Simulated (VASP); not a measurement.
A run of VASP 6.6.1 is set up as follows.

Contents of INCAR:

```
  ALGO = Normal
  EDIFF = 1E-6
  ENCUT = 520
  GGA = PE
  ISIF = 2
  ISMEAR = 0
  LASPH = True
  LCHARG = False
  LREAL = False
  LWAVE = False
  NBANDS = 32
  NELM = 80
  PREC = Accurate
  SIGMA = 0.1
```

Contents of KPOINTS:

```
k-points
0
Gamma
  4 4 4
```

Contents of POSCAR:

```
SiTe3
1.0
    5.9991493600      0.0000000000      0.0000000000
    0.0000000000      5.9991493600      0.0000000000
    0.0000000000      0.0000000000      5.9991493600
Si Te
2 6
Direct
    0.0000000000      0.0000000000      0.0000000000
    0.5000000000      0.5000000000      0.5000000000
    0.2500000000      0.0000000000      0.5000000000
    0.5000000000      0.7500000000      0.0000000000
    0.7500000000      0.0000000000      0.5000000000
    0.5000000000      0.2500000000      0.0000000000
    0.0000000000      0.5000000000      0.7500000000
    0.0000000000      0.5000000000      0.2500000000
```

Potentials or basis: VASP PAW PBE potentials, release 64 (Si, Te).

The run is started by

```console
$ cat potpaw_PBE.64/Si/POTCAR potpaw_PBE.64/Te/POTCAR > POTCAR
$ mpirun -np 1 vasp_std > vasp.out
```

Q: Predict the pressure.

A: -0.7 GPa.

Q: Predict the band gap on the k mesh.

A: Zero (band 22 reaches 7.49 eV, above the bottom of band 23 at 6.60 eV).

Caveat: spin-orbit coupling is left out, which moves the levels of the heavy elements.
